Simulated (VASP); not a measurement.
# AlAs (ae) (F-43m) in VASP: single point with PBEsol

Aim: the single point of AlAs (ae) with PBEsol.

All numbers are computed with VASP 6.6.1; they aren't measurements. Logs are shortened: lines on timing, memory, paths and dates and some standing lists are left out, and cuts for length are marked.

## Step 1: The cell of the first run

The structure is cubic, space group F-43m (No. 216). The conventional cell has a = 5.675 Å, b = 5.675 Å, c = 5.675 Å, α = 90.00°, β = 90.00°, γ = 90.00°. Al (site symmetry -43m) has 4 As at 2.46 Å within 3.2 Å. Within 3.2 Å of As (site symmetry -43m) lie 4 Al at 2.46 Å.

## Step 2: Single point, PBEsol

INCAR reads:

```
SYSTEM = AlAs
PREC = Accurate
ENCUT = 500
EDIFF = 1E-6
ISMEAR = 0
SIGMA = 0.01
LREAL = .FALSE.
LASPH = .TRUE.
NELM = 120
ALGO = Normal
ISIF = 2
LWAVE = .FALSE.
LCHARG = .FALSE.
GGA = PS
NBANDS = 11
GGA_COMPAT = .FALSE.
```

KPOINTS reads:

```
regular mesh
0
G
  8 8 8
  0 0 0
```

POSCAR reads:

```
AlAs
1.0
    0.0000000000      2.8372989790      2.8372989790
    2.8372989790      0.0000000000      2.8372989790
    2.8372989790      2.8372989790      0.0000000000
Al As
1 1
Direct
    0.0000000000      0.0000000000      0.0000000000
    0.2500000000      0.2500000000      0.2500000000
```

Potentials or basis: VASP PAW PBE potentials, release 64 (Al, As).

Run with:

```
$ cat potpaw_PBE.64/Al/POTCAR potpaw_PBE.64/As/POTCAR > POTCAR
$ mpirun -np 1 vasp_std > vasp.out
```

OUTCAR:

```text
SYSTEM = AlAs
   PREC = Accurate
   ENCUT = 500
   EDIFF = 1E-6
   ISMEAR = 0
   LREAL = .FALSE.
   LASPH = .TRUE.
   NELM = 120
   ISIF = 2
   GGA = PS

 ion  position               nearest neighbor table
   1  0.000  0.000  0.000-   2 2.46   2 2.46   2 2.46   2 2.46
   2  0.250  0.250  0.250-   1 2.46   1 2.46   1 2.46   1 2.46

  LATTYP: Found a face centered cubic cell.
 ALAT       =     5.6745979580

  Lattice vectors:

 A1 = (   0.0000000000,   2.8372989790,   2.8372989790)
 A2 = (   2.8372989790,   0.0000000000,   2.8372989790)
 A3 = (   2.8372989790,   2.8372989790,   0.0000000000)

Analysis of symmetry for initial positions (statically):
=====================================================================
 Subroutine PRICEL returns:
 Original cell was already a primitive cell.

 Routine SETGRP: Setting up the symmetry group for a
 face centered cubic supercell.

 Subroutine GETGRP returns: Found 24 space group operations
 (whereof 24 operations were pure point group operations)
 out of a pool of 48 trial point group operations.

The static configuration has the point symmetry T_d .

Analysis of symmetry for dynamics (positions and initial velocities):
=====================================================================
 Subroutine PRICEL returns:
 Original cell was already a primitive cell.

 Routine SETGRP: Setting up the symmetry group for a
 face centered cubic supercell.

 Subroutine GETGRP returns: Found 24 space group operations
 (whereof 24 operations were pure point group operations)
 out of a pool of 48 trial point group operations.

The dynamic configuration has the point symmetry T_d .

 Subroutine INISYM returns: Found 24 space group operations
 (whereof 24 operations are pure point group operations),
 and found     1 'primitive' translations

----------------------------------------------------------------------------------------

                                     Primitive cell

  volume of cell :      45.6820

  direct lattice vectors                    reciprocal lattice vectors
     0.000000000  2.837298979  2.837298979    -0.176223938  0.176223938  0.176223938
     2.837298979  0.000000000  2.837298979     0.176223938 -0.176223938  0.176223938
     2.837298979  2.837298979  0.000000000     0.176223938  0.176223938 -0.176223938

  length of vectors
     4.012546697  4.012546697  4.012546697     0.305228815  0.305228815  0.305228815

  position of ions in fractional coordinates (direct lattice)
     0.000000000  0.000000000  0.000000000
     0.250000000  0.250000000  0.250000000

  ion indices of the primitive-cell ions
   primitive index   ion index
                 1           1
                 2           2

----------------------------------------------------------------------------------------

 KPOINTS: regular mesh

Automatic generation of k-mesh.
 Grid dimensions read from file:
 generate k-points for:    8    8    8

 Generating k-lattice:

  Cartesian coordinates                     Fractional coordinates (reciprocal lattice)
    -0.022027992  0.022027992  0.022027992     0.125000000  0.000000000  0.000000000
     0.022027992 -0.022027992  0.022027992     0.000000000  0.125000000  0.000000000
     0.022027992  0.022027992 -0.022027992     0.000000000  0.000000000  0.125000000

  Length of vectors
     0.038153602  0.038153602  0.038153602

  Shift w.r.t. Gamma in fractional coordinates (k-lattice)
     0.000000000  0.000000000  0.000000000

 Subroutine IBZKPT returns following result:
 ===========================================

 Found     29 irreducible k-points:

 Following reciprocal coordinates:
            Coordinates               Weight
  0.000000  0.000000  0.000000      1.000000
  0.125000  0.000000  0.000000      8.000000
  0.250000  0.000000  0.000000      8.000000
  0.375000  0.000000  0.000000      8.000000
  0.500000  0.000000  0.000000      4.000000
  0.125000  0.125000  0.000000      6.000000
[... 16 lines left out ...]
  0.500000  0.250000  0.125000     48.000000
 -0.375000  0.250000  0.125000     24.000000
 [... further k-points ...]
   k-points           NKPTS =     29   k-points in BZ     NKDIM =     29   number of bands    NBANDS=     11
   number of dos      NEDOS =    301   number of ions     NIONS =      2
   total plane-waves  NPLWV =  27000
   dimension x,y,z NGX =    30 NGY =   30 NGZ =   30
   dimension x,y,z NGXF=    60 NGYF=   60 NGZF=   60
   ions per type =               1   1
   NGX,Y,Z   is equivalent  to a cutoff of  12.43, 12.43, 12.43 a.u.
   NGXF,Y,Z  is equivalent  to a cutoff of  24.86, 24.86, 24.86 a.u.
 SYSTEM =  AlAs
   PREC   = accura    normal or accurate (medium, high low for compatibility)
   ISTART =      0    job   : 0-new  1-cont  2-samecut
   ICHARG =      2    charge: 1-file 2-atom 10-const
   ISPIN  =      1    spin polarized calculation?
   LNONCOLLINEAR =      F non collinear calculations
   LSORBIT =      F    spin-orbit coupling
   LASPH  =      T    aspherical Exc in radial PAW
   ENCUT  =  500.0 eV  36.75 Ry    6.06 a.u.   7.32  7.32  7.32*2*pi/ulx,y,z
   NELM   =    120;   NELMIN=  2; NELMDL= -5     # of ELM steps
   EDIFF  = 0.1E-05   stopping-criterion for ELM
   LREAL  =      F    real-space projection
   EDIFFG = 0.1E-04   stopping-criterion for IOM
   NSW    =      0    number of steps for IOM
   IBRION =     -1    ionic relax: 0-MD 1-quasi-New 2-CG
   NFREE  =      0    steps in history (QN), initial steepest desc. (CG)
   ISIF   =      2    stress and relaxation
   ISYM   =      2    0-nonsym 1-usesym 2-fastsym
   POTIM  = 0.5000    time-step for ionic-motion
   TEBEG  =    0.0;   TEEND  =   0.0 temperature during run
   PSTRESS=    0.0 pullay stress
   NELECT =       8.0000    total number of electrons
   NUPDOWN=      -1.0000    fix difference up-down
   EMIN   =  10.00;   EMAX   =-10.00  energy-range for DOS
   EFERMI =   0.00;   METHOD = LEGACY
   ISMEAR =     0;   SIGMA  =   0.01  broadening in eV -4-tet -1-fermi 0-gaus
   EFERMI_NEDOS =   21; number of points for ismear=-14 and -15
   IALGO  =     38    algorithm
   IMIX   =      4    mixing-type and parameters
     AMIX     =   0.40;   BMIX     =  1.00
     AMIX_MAG =   1.60;   BMIX_MAG =  1.00
  volume/ion in A,a.u.               =      22.84       154.14
  Fermi-wavevector in a.u.,A,eV,Ry     =   0.915918  1.730833 11.413996  0.838905
  Thomas-Fermi vector in A             =   2.040714
   LORBIT       =      0    0 simple, 1 ext, 2 COOP (PROOUT), +10 PAW based schemes
   GGA     = PS    functional components
   LHFCALC =     F    Hartree Fock is set to
   AEXX    =    0.0000 exact exchange contribution
   IVDW    =     0    specifies the selected vdW correction
   LEPSILON=     F    determine dielectric tensor
   LRPA    =     F    only Hartree local field effects (RPA)
 non-spin polarized calculation
 Gauss-broadening in eV      SIGMA  =   0.01
  energy-cutoff  :      500.00
  volume of cell :       45.68
 maximum number of plane-waves:      1211
 NGX is ok and might be reduce to    30
   NGX = 15   NGY = 15   NGZ = 15

 number of electron       8.0000000 magnetization

 Free energy of the ion-electron system (eV)
  ---------------------------------------------------
  ext. energy  EPLUGINS =         0.00000000
  ---------------------------------------------------
  free energy    TOTEN  =       -10.06468246 eV

  energy without entropy =      -10.06468246  energy(sigma->0) =      -10.06468246

 E-fermi :   3.8261     XC(G=0):  -9.1675

 val. band max:        3.7403245838   @ k =   0.0000   0.0000   0.0000
 cond. band min:       5.0718391154   @ k =   0.5000   0.5000   0.0000
 fundamental gap:      1.3315145315
 Fermi energy:         3.8261009162

 k-point     1 :       0.0000    0.0000    0.0000
  band No.  band energies     occupation
      1      -8.1058      2.00000
      2       3.7403      2.00000
      3       3.7403      2.00000
      4       3.7403      2.00000
      5       5.6632      0.00000
      6       7.9909      0.00000
      7       7.9909      0.00000
      8       7.9909      0.00000
      9      12.4112      0.00000
     10      12.7162      0.00000
     11      12.7162      0.00000

 k-point     2 :       0.1250    0.0000    0.0000
  band No.  band energies     occupation
      1      -7.9538      2.00000
      2       2.2971      2.00000
      3       3.5798      2.00000
      4       3.5798      2.00000
      5       6.4351      0.00000
      6       8.2715      0.00000
      7       8.2715      0.00000
      8       8.3693      0.00000
      9      12.0914      0.00000
     10      12.0914      0.00000
     11      13.1410      0.00000

 k-point     3 :       0.2500    0.0000    0.0000
  band No.  band energies     occupation
      1      -7.5320      2.00000
      2       0.3436      2.00000
      3       3.2635      2.00000
      4       3.2635      2.00000
      5       6.2682      0.00000
      6       8.6066      0.00000
      7       8.6066      0.00000
      8      10.0772      0.00000
      9      11.9806      0.00000
     10      11.9806      0.00000
     11      12.9481      0.00000

 k-point     4 :       0.3750    0.0000    0.0000
  band No.  band energies     occupation
      1      -6.9866      2.00000
      2      -1.1979      2.00000
      3       3.0112      2.00000
      4       3.0112      2.00000
      5       5.9241      0.00000
      6       8.4849      0.00000
      7       8.4849      0.00000
      8      11.2846      0.00000
      9      13.2757      0.00000
     10      13.2757      0.00000
     11      13.3112      0.00000
[... 239 lines left out ...]
 k-point    22 :       0.3750    0.2500    0.1250
  band No.  band energies     occupation
      1      -7.1793      2.00000
      2      -0.0301      2.00000
      3       1.7818      2.00000
      4       2.7647      2.00000
      5       7.2628      0.00000
      6       7.9381      0.00000
      7       8.9576      0.00000
      8      10.2080      0.00000
      9      11.8296      0.00000
     10      14.0819      0.00000
     11      15.6340      0.00000

 k-point    23 :       0.5000    0.2500    0.1250
  band No.  band energies     occupation
      1      -6.6888      2.00000
      2      -1.0375      2.00000
      3       1.1937      2.00000
      4       2.3815      2.00000
      5       7.3436      0.00000
      6       8.1194      0.00000
      7       9.4450      0.00000
      8      10.5365      0.00000
      9      12.9840      0.00000
     10      14.1874      0.00000
     11      15.7671      0.00000

 k-point    24 :      -0.3750    0.2500    0.1250
  band No.  band energies     occupation
      1      -6.4354      2.00000
      2      -1.5150      2.00000
      3       1.0420      2.00000
      4       2.1978      2.00000
      5       7.3347      0.00000
      6       7.8967      0.00000
      7      10.3547      0.00000
      8      11.2855      0.00000
      9      12.0075      0.00000
     10      14.6284      0.00000
     11      15.8928      0.00000

 [... further k-points ...]

------------------------ aborting loop because EDIFF is reached ----------------------------------------

  FORCE on cell =-STRESS in cart. coord.  units (eV):
  Direction    XX          YY          ZZ          XY          YZ          ZX
  --------------------------------------------------------------------------------------
  -------------------------------------------------------------------------------------
  Total        0.0778577      0.0778577      0.0778577     -0.0000000      0.0000000     -0.0000000
  in kB        2.7306562      2.7306562      2.7306562     -0.0000000      0.0000000     -0.0000000
  external PRESSURE =       2.7306562 kB  Pullay stress =       0.0000000 kB

 VOLUME and BASIS-vectors are now :
 -----------------------------------------------------------------------------
  energy-cutoff  :      500.00
  volume of cell :       45.68
      direct lattice vectors                 reciprocal lattice vectors
     0.000000000  2.837298979  2.837298979    -0.176223938  0.176223938  0.176223938
     2.837298979  0.000000000  2.837298979     0.176223938 -0.176223938  0.176223938
     2.837298979  2.837298979  0.000000000     0.176223938  0.176223938 -0.176223938

 POSITION                                       TOTAL-FORCE (eV/Angst)
 -----------------------------------------------------------------------------------
      0.00000      0.00000      0.00000        -0.000000     -0.000000     -0.000000
      1.41865      1.41865      1.41865         0.000000      0.000000      0.000000
 -----------------------------------------------------------------------------------
    total drift:                                0.000000      0.000000      0.000000

  FREE ENERGIE OF THE ION-ELECTRON SYSTEM (eV)
  ---------------------------------------------------
  free  energy   TOTEN  =       -10.0646824594 eV

  energy  without entropy=      -10.0646824594  energy(sigma->0) =      -10.06468246
```

Run time: 8.6 s. Hardware: 1 thread of Intel Xeon 6975P-C (Granite Rapids), shared host; peak memory 0.17 GiB.

What came out:

- Free energy: -10.0647 eV
- Pressure: 0.3 GPa
- Band gap on the k mesh: 1.33 eV, indirect (least direct gap 1.92 eV)

Levels at points of the mesh, in eV from the valence-band top:
```
           k point  band 2  band 3  band 4  band 5  band 6  band 7
(0.00, 0.00, 0.00)    0.00    0.00    0.00    1.92    4.25    4.25
(0.50, 0.00, 0.00)   -5.57   -0.82   -0.82    2.05    4.63    4.63
(0.50, 0.50, 0.00)   -5.42   -2.17   -2.17    1.33    2.22   10.23
```

Caveat: the PAW data sets were made with another functional, which shifts forces and pressure a little.
